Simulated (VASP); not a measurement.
# Be3Fe (Pm-3m) in VASP: notebook, part 2 of 2

VASP 6.6.1.

## (6) Single point, LDA, collinear spin, ferromagnetic start

INCAR reads:

```
PREC = Accurate
ENCUT = 520
EDIFF = 1E-6
ISMEAR = 1
SIGMA = 0.15
LREAL = F
LASPH = T
NELM = 150
ALGO = Normal
ISIF = 2
LWAVE = F
LCHARG = F
ISPIN = 2
MAGMOM = 0.13 0.13 0.13 2.84
LORBIT = 11
NUPDOWN = 3.4
LMAXMIX = 4
NBANDS = 19
```

KPOINTS reads:

```
regular mesh
0
Gamma
  9 9 9
```

POSCAR reads:

```
Be3Fe
1.0
    3.2390011100      0.0000000000      0.0000000000
    0.0000000000      3.2390011100      0.0000000000
    0.0000000000      0.0000000000      3.2390011100
Be Fe
3 1
Direct
    0.0000000000      0.5000000000      0.5000000000
    0.5000000000      0.0000000000      0.5000000000
    0.5000000000      0.5000000000      0.0000000000
    0.0000000000      0.0000000000      0.0000000000
```

Potentials or basis: VASP PAW LDA potentials, release 64 (Be, Fe).

Command:

```bash
> cat potpaw_LDA.64/Be/POTCAR potpaw_LDA.64/Fe/POTCAR > POTCAR
> mpirun -np 1 vasp_std > vasp.out
```

It took 22 s on 1 thread of Intel Xeon Platinum 8259CL at 2.50GHz (Skylake/Cascade Lake), shared host; peak memory 0.15 GiB.

Results (log left out):

```
Free energy                                           : -21.3435 eV
Pressure                                              : 3.9 GPa
Net moment                                            : 3.40 μB per cell
Site moments                                          : Be +0.11; Fe +2.71 μB
Valence electrons inside the program's atomic spheres : Be 1.19; Fe 7.43
```

Caveat: the total moment is fixed, so each spin has its own Fermi level.

## (7) Single point, LDA, collinear spin, ferromagnetic start

INCAR reads:

```
SYSTEM = Be3Fe
ALGO = Normal
EDIFF = 1E-6
ENCUT = 520
GGA = CA
ISIF = 2
ISMEAR = 1
ISPIN = 2
LASPH = .True.
LCHARG = .True.
LELF = .True.
LMAXMIX = 4
LORBIT = 11
LREAL = .False.
LVHAR = .True.
LWAVE = .False.
MAGMOM = 0.23 0.23 0.23 3.19
NBANDS = 19
NELM = 150
NUPDOWN = 4.2
PREC = Accurate
SIGMA = 0.15
```

KPOINTS reads:

```
k-points
0
Gamma
  9 9 9
  0 0 0
```

POSCAR is that of step 6.

Potentials or basis: VASP PAW LDA potentials, release 64 (Be, Fe).

Command:

```bash
> cat potpaw_LDA.64/Be/POTCAR potpaw_LDA.64/Fe/POTCAR > POTCAR
> mpirun -np 1 vasp_std > vasp.out
```

OUTCAR:

```text
SYSTEM = Be3Fe
   EDIFF = 1E-6
   ENCUT = 520
   GGA = CA
   ISIF = 2
   ISMEAR = 1
   ISPIN = 2
   LASPH = .True.
   LORBIT = 11
   LREAL = .False.
   NELM = 150
   NUPDOWN = 4.2
   PREC = Accurate

 ion  position               nearest neighbor table
   1  0.000  0.500  0.500-   2 2.29   3 2.29   4 2.29   3 2.29   4 2.29   2 2.29   4 2.29   4 2.29
                             2 2.29   3 2.29   3 2.29   2 2.29
   2  0.500  0.000  0.500-   1 2.29   3 2.29   4 2.29   3 2.29   4 2.29   1 2.29   3 2.29   3 2.29
                             1 2.29   4 2.29   4 2.29   1 2.29
   3  0.500  0.500  0.000-   1 2.29   2 2.29   4 2.29   1 2.29   2 2.29   2 2.29   4 2.29   2 2.29
                             1 2.29   4 2.29   1 2.29   4 2.29
   4  0.000  0.000  0.000-   1 2.29   2 2.29   3 2.29   1 2.29   2 2.29   1 2.29   3 2.29   1 2.29
                             2 2.29   3 2.29   2 2.29   3 2.29

  LATTYP: Found a simple cubic cell.
 ALAT       =     3.2390011100

  Lattice vectors:

 A1 = (   3.2390011100,   0.0000000000,   0.0000000000)
 A2 = (   0.0000000000,   3.2390011100,   0.0000000000)
 A3 = (   0.0000000000,   0.0000000000,   3.2390011100)

Analysis of symmetry for initial positions (statically):
=====================================================================
 Subroutine PRICEL returns:
 Original cell was already a primitive cell.

 Routine SETGRP: Setting up the symmetry group for a
 simple cubic supercell.

 Subroutine GETGRP returns: Found 48 space group operations
 (whereof 48 operations were pure point group operations)
 out of a pool of 48 trial point group operations.

The static configuration has the point symmetry O_h .

Analysis of symmetry for dynamics (positions and initial velocities):
=====================================================================
 Subroutine PRICEL returns:
 Original cell was already a primitive cell.

 Routine SETGRP: Setting up the symmetry group for a
 simple cubic supercell.

 Subroutine GETGRP returns: Found 48 space group operations
 (whereof 48 operations were pure point group operations)
 out of a pool of 48 trial point group operations.

The dynamic configuration has the point symmetry O_h .

Analysis of structural, dynamic, and magnetic symmetry:
=====================================================================
 Subroutine PRICEL returns:
 Original cell was already a primitive cell.

 Routine SETGRP: Setting up the symmetry group for a
 simple cubic supercell.

 Subroutine GETGRP returns: Found 48 space group operations
 (whereof 48 operations were pure point group operations)
 out of a pool of 48 trial point group operations.

The overall configuration has the point symmetry O_h .

 Subroutine INISYM returns: Found 48 space group operations
 (whereof 48 operations are pure point group operations),
 and found     1 'primitive' translations

----------------------------------------------------------------------------------------

                                     Primitive cell

  volume of cell :      33.9808

  direct lattice vectors                    reciprocal lattice vectors
     3.239001110  0.000000000  0.000000000     0.308737159  0.000000000  0.000000000
     0.000000000  3.239001110  0.000000000     0.000000000  0.308737159  0.000000000
     0.000000000  0.000000000  3.239001110     0.000000000  0.000000000  0.308737159

  length of vectors
     3.239001110  3.239001110  3.239001110     0.308737159  0.308737159  0.308737159

  position of ions in fractional coordinates (direct lattice)
     0.000000000  0.500000000  0.500000000
     0.500000000  0.000000000  0.500000000
[... 81 lines left out ...]
   EDIFF  = 0.1E-05   stopping-criterion for ELM
   LREAL  =      F    real-space projection
   EDIFFG = 0.1E-04   stopping-criterion for IOM
   NSW    =      0    number of steps for IOM
   IBRION =     -1    ionic relax: 0-MD 1-quasi-New 2-CG
   NFREE  =      0    steps in history (QN), initial steepest desc. (CG)
   ISIF   =      2    stress and relaxation
   ISYM   =      2    0-nonsym 1-usesym 2-fastsym
   POTIM  = 0.5000    time-step for ionic-motion
   TEBEG  =    0.0;   TEEND  =   0.0 temperature during run
   PSTRESS=    0.0 pullay stress
   NELECT =      14.0000    total number of electrons
   NUPDOWN=       4.2000    fix difference up-down
   EMIN   =  10.00;   EMAX   =-10.00  energy-range for DOS
   EFERMI =   0.00;   METHOD = LEGACY
   ISMEAR =     1;   SIGMA  =   0.15  broadening in eV -4-tet -1-fermi 0-gaus
   EFERMI_NEDOS =   21; number of points for ismear=-14 and -15
   IALGO  =     38    algorithm
   IMIX   =      4    mixing-type and parameters
     AMIX     =   0.40;   BMIX     =  1.00
     AMIX_MAG =   1.60;   BMIX_MAG =  1.00
  volume/ion in A,a.u.               =       8.50        57.33
  Fermi-wavevector in a.u.,A,eV,Ry     =   1.218166  2.302000 20.190066  1.483928
  Thomas-Fermi vector in A             =   2.353462
   LORBIT       =     11    0 simple, 1 ext, 2 COOP (PROOUT), +10 PAW based schemes
   GGA     = CA    functional components
   LHFCALC =     F    Hartree Fock is set to
   AEXX    =    0.0000 exact exchange contribution
   IVDW    =     0    specifies the selected vdW correction
   LEPSILON=     F    determine dielectric tensor
   LRPA    =     F    only Hartree local field effects (RPA)
 spin polarized calculation
 Methfessel and Paxton  Order N= 1 SIGMA  =   0.15
  energy-cutoff  :      520.00
  volume of cell :       33.98
 maximum number of plane-waves:       931
   NGX = 13   NGY = 13   NGZ = 13

 number of electron      14.0000001 magnetization       4.1999702

 Free energy of the ion-electron system (eV)
  ---------------------------------------------------
  ext. energy  EPLUGINS =         0.00000000
  ---------------------------------------------------
  free energy    TOTEN  =       -19.82037393 eV

  energy without entropy =      -19.82314545  energy(sigma->0) =      -19.82129777

 E-fermi :   4.6593     XC(G=0): -11.6372

 val. band max:        9.5427540703   @ k =   0.4444   0.4444   0.4444
 cond. band min:       4.6768314072   @ k =   0.4444   0.3333   0.0000
 fundamental gap:     -4.8659226631
 Fermi energy:         9.6209905879

 spin component 1

 k-point     1 :       0.0000    0.0000    0.0000
  band No.  band energies     occupation
      1      -4.1184      1.00000
      2       1.9781      1.00000
      3       1.9781      1.00000
      4       3.2988      1.00000
      5       3.2988      1.00000
      6       3.2988      1.00000
[... 517 lines left out ...]
     18      21.6811      0.00000
     19      23.1483      0.00000

 [... further k-points ...]

 spin component 2

 k-point     1 :       0.0000    0.0000    0.0000
  band No.  band energies     occupation
      1      -3.3605      1.00000
      2       4.1190      1.00000
      3       4.1190      1.00000
      4       5.8504     -0.00000
      5       5.8504     -0.00000
      6       5.8504     -0.00000
[... 517 lines left out ...]
     18      22.4139      0.00000
     19      24.1810      0.00000

 [... further k-points ...]
[... 5 lines left out ...]
  --------------------------------------------------------------------------------------
  -------------------------------------------------------------------------------------
  Total        2.5941524      2.5941524      2.5941524      0.0000000     -0.0000000      0.0000000
  in kB      122.3130433    122.3130433    122.3130433      0.0000000     -0.0000000      0.0000000
  external PRESSURE =     122.3130433 kB  Pullay stress =       0.0000000 kB

 VOLUME and BASIS-vectors are now :
 -----------------------------------------------------------------------------
  energy-cutoff  :      520.00
  volume of cell :       33.98
      direct lattice vectors                 reciprocal lattice vectors
     3.239001110  0.000000000  0.000000000     0.308737159  0.000000000  0.000000000
     0.000000000  3.239001110  0.000000000     0.000000000  0.308737159  0.000000000
     0.000000000  0.000000000  3.239001110     0.000000000  0.000000000  0.308737159

 POSITION                                       TOTAL-FORCE (eV/Angst)
 -----------------------------------------------------------------------------------
      0.00000      1.61950      1.61950         0.000000      0.000000      0.000000
      1.61950      0.00000      1.61950         0.000000      0.000000      0.000000
      1.61950      1.61950      0.00000         0.000000      0.000000      0.000000
      0.00000      0.00000      0.00000         0.000000      0.000000      0.000000
 -----------------------------------------------------------------------------------
    total drift:                               -0.000000      0.000000      0.000000

  FREE ENERGIE OF THE ION-ELECTRON SYSTEM (eV)
  ---------------------------------------------------
  free  energy   TOTEN  =       -19.8203739270 eV

  energy  without entropy=      -19.8231454483  energy(sigma->0) =      -19.82129777

 total charge

# of ion       s       p       d       tot
------------------------------------------
    1        0.430   0.768   0.000   1.198
    2        0.430   0.768   0.000   1.198
    3        0.430   0.768   0.000   1.198
    4        0.499   0.719   6.166   7.384
--------------------------------------------------
tot          1.789   3.022   6.166  10.977

 magnetization (x)

# of ion       s       p       d       tot
------------------------------------------
    1        0.003   0.191   0.000   0.195
    2        0.003   0.191   0.000   0.195
    3        0.003   0.191   0.000   0.195
    4        0.060   0.182   2.858   3.100
--------------------------------------------------
tot          0.070   0.756   2.858   3.684
```

OSZICAR:

```text
N       E                     dE             d eps       ncg     rms          rms(c)
DAV:   1     0.448057999020E+02    0.44806E+02   -0.58340E+03  2732   0.731E+02
DAV:   2    -0.219944403828E+02   -0.66800E+02   -0.59717E+02  2774   0.163E+02
DAV:   3    -0.250503642588E+02   -0.30559E+01   -0.29566E+01  3292   0.373E+01
DAV:   4    -0.250818857176E+02   -0.31521E-01   -0.31423E-01  3134   0.333E+00
DAV:   5    -0.250820772388E+02   -0.19152E-03   -0.19151E-03  3023   0.293E-01    0.199E+01
DAV:   6    -0.286674892180E+02   -0.35854E+01   -0.69039E+01  3028   0.122E+02    0.424E+01
DAV:   7    -0.196918326189E+02    0.89757E+01   -0.50252E+01  3285   0.803E+01    0.810E+00
DAV:   8    -0.198821699443E+02   -0.19034E+00   -0.62535E-01  3349   0.613E+00    0.226E+00
DAV:   9    -0.198403759830E+02    0.41794E-01   -0.27983E-02  3895   0.358E+00    0.127E+00
DAV:  10    -0.198221564148E+02    0.18220E-01   -0.25098E-02  3954   0.208E+00    0.532E-01
DAV:  11    -0.198207874138E+02    0.13690E-02   -0.16258E-03  3041   0.377E-01    0.447E-01
DAV:  12    -0.198203645034E+02    0.42291E-03   -0.61383E-04  3435   0.414E-01    0.205E-01
DAV:  13    -0.198203728232E+02   -0.83198E-05   -0.10341E-04  3473   0.840E-02    0.978E-02
DAV:  14    -0.198203735120E+02   -0.68884E-06   -0.20657E-05  3044   0.100E-01    0.953E-03
DAV:  15    -0.198203739270E+02   -0.41494E-06   -0.21304E-06  2040   0.119E-02
   1 F= -.19820374E+02 E0= -.19821298E+02  d E =0.277152E-02  mag=     4.2000
```

Run time: 22 s. Hardware: 1 thread of Intel Xeon Platinum 8259CL at 2.50GHz (Skylake/Cascade Lake), shared host; peak memory 0.15 GiB.

Results:

```yaml
Free_energy: -19.8204 eV
Pressure: 12.2 GPa
Net_moment: 4.20 μB per cell
Site_moments: Be +0.20; Fe +3.10 μB
Valence_electrons_inside_the_program's_atomic_spheres: Be 1.20; Fe 7.38
```

Caveat: the total moment is fixed, so each spin has its own Fermi level.

## (8) Summary

| spin | fixed moment (μB) | pressure (GPa) | moment (μB) |
| --- | --- | --- | --- |
| collinear, zero start | 0.0 | -11.2 | 0.00 |
| collinear, ferrimagnetic start | 0.8 | -10.2 | 0.80 |
| collinear, ferromagnetic start | 1.7 | -7.7 | 1.70 |
| collinear, ferromagnetic start | 2.5 | -3.2 | 2.50 |
| collinear, ferromagnetic start | 3.4 | 3.9 | 3.40 |
| collinear, ferromagnetic start | 4.2 | 12.2 | 4.20 |

Alike in all rows: task single point; level LDA; potentials or basis VASP PAW LDA potentials, release 64 (Be, Fe); cell as given; k mesh 9 × 9 × 9; cutoff (eV) 520; smearing methfessel-paxton 0.15 eV.

Caveats: the total moment is fixed, so each spin has its own Fermi level.

Absolute energies hang on the potentials; compare differences alone.
